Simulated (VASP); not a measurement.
Set up this calculation in VASP 6.6.1, as the native input.

* Task: single point
* Functional: r2SCAN
* Potentials or basis: VASP PAW PBE potentials, release 64 (Pb_d, Se)
* Cutoff: 520 eV
* k mesh: 12 × 12 × 12
* Occupations: gaussian, width 0.1 eV
* Spin: no spin polarisation
* Dipole correction: no
* Further INCAR settings: ALGO = Normal; EDIFF = 1e-06; NBANDS = 17

PbSe:

```
Pb Se
1.0
     3.79953    0.00000    0.00000
     0.00000    3.79953    0.00000
     0.00000    0.00000    3.79953
Pb Se
1 1
Direct
  0.00000 0.00000 0.00000
  0.50000 0.50000 0.50000
```

This cell differs from its parent crystal: strained.

The input as run:

POSCAR

```
PbSe
1.0
    3.7995349744      0.0000000000      0.0000000000
    0.0000000000      3.7995349744      0.0000000000
    0.0000000000      0.0000000000      3.7995349744
Pb Se
1 1
Direct
    0.0000000000      0.0000000000      0.0000000000
    0.5000000000      0.5000000000      0.5000000000
```

INCAR.step1

```
SYSTEM = PbSe
PREC = Accurate
ENCUT = 520
ISMEAR = 0
SIGMA = 0.1
LREAL = .FALSE.
LASPH = .TRUE.
NELM = 80
NBANDS = 17
GGA = PE
ALGO = Normal
EDIFF = 1E-4
LWAVE = .TRUE.
LCHARG = .FALSE.
```

INCAR.step2

```
SYSTEM = PbSe
PREC = Accurate
ENCUT = 520
EDIFF = 1E-6
ISMEAR = 0
SIGMA = 0.1
LREAL = .FALSE.
LASPH = .TRUE.
NELM = 80
ALGO = Normal
ISIF = 2
LWAVE = .FALSE.
LCHARG = .FALSE.
METAGGA = R2SCAN
LMIXTAU = .TRUE.
NBANDS = 17
ISTART = 1
```

KPOINTS

```
Automatic mesh
0
G
  12 12 12
  0 0 0
```

Potentials or basis: VASP PAW PBE potentials, release 64 (Pb_d, Se).

Run with:

```console
$ cat potpaw_PBE.64/Pb_d/POTCAR potpaw_PBE.64/Se/POTCAR > POTCAR
$ cp INCAR.step1 INCAR
$ mpirun -np 1 vasp_std > vasp.out
$ cp INCAR.step2 INCAR
$ mpirun -np 1 vasp_std > vasp.out
```

Results of the run:

```json
{
  "Pressure": "-1.3 GPa",
  "Band gap on the k mesh": "zero (bands 10 and 11 overlap by 0.45 eV)"
}
```

Caveat: the cell differs from its parent crystal (strained); semilocal functionals underestimate gaps, so a narrow gap can read as zero; the PAW data sets were made with another functional, which shifts forces and pressure a little; spin-orbit coupling is left out, which moves the levels of the heavy elements.

It took 2.9 min on 1 thread of AMD EPYC 7R13 Processor (Zen 3), with other jobs on the host, peak memory 0.2 GiB.
